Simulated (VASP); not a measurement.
Crystal: Mo.

```xyz
3
Lattice="4.4494 0.0000 0.0000 -2.2247 3.8533 0.0000 0.0000 0.0000 2.7275" Properties=species:S:1:pos:R:3 pbc="T T T"
Mo    0.0000    0.0000    0.0000
Mo    0.0000    2.5689    1.3638
Mo    2.2247    1.2844    1.3638
```

This isn't the form of Mo at room conditions, which is bcc.

| Quantity | Value |
| --- | --- |
| Program | VASP 6.6.1 |
| Task | relaxation of cell and atoms |
| Functional | revPBE |
| Potentials or basis | VASP PAW PBE potentials, release 64 (Mo_sv) |
| Cutoff | 600 eV |
| k mesh | 8 × 8 × 11 |
| Occupations | fermi-dirac, width 0.1 eV |
| Spin | no spin polarisation |

At the start: pressure 11.2 GPa; volume 15.59 Å³/atom.

Problem. How do energy, volume and symmetry change on relaxing?

Solution. Over 7 steps the energy falls by 131.5 meV/atom and the volume is 16.32 Å³/atom (+4.7 %); space group P6/mmm (No. 191, to 0.1 Å) before and after.

Step by step:
```tsv
step	energy change (eV)	largest force (eV/Å)	pressure (GPa)	volume (Å³)
1	0.0000	0.0000	11.15	46.76
2	-0.0357	0.0000	-19.21	54.32
3	-0.2443	0.0000	-7.64	50.66
4	-0.1636	0.0000	0.44	49.51
5	-0.3723	0.0000	-5.42	50.21
6	-0.3351	0.0000	9.96	47.02
7	-0.3945	0.0000	-0.06	48.97
```

Final structure:
```xyz
3
Lattice="4.6871 0.0000 0.0000 -2.3435 4.0591 0.0000 0.0000 0.0000 2.5739" Properties=species:S:1:pos:R:3 pbc="T T T"
Mo    0.0000    0.0000    0.0000
Mo    0.0000    2.7061    1.2870
Mo    2.3435    1.3530    1.2870
```

Caveat: the PAW data sets were made with another functional, which shifts forces and pressure a little.
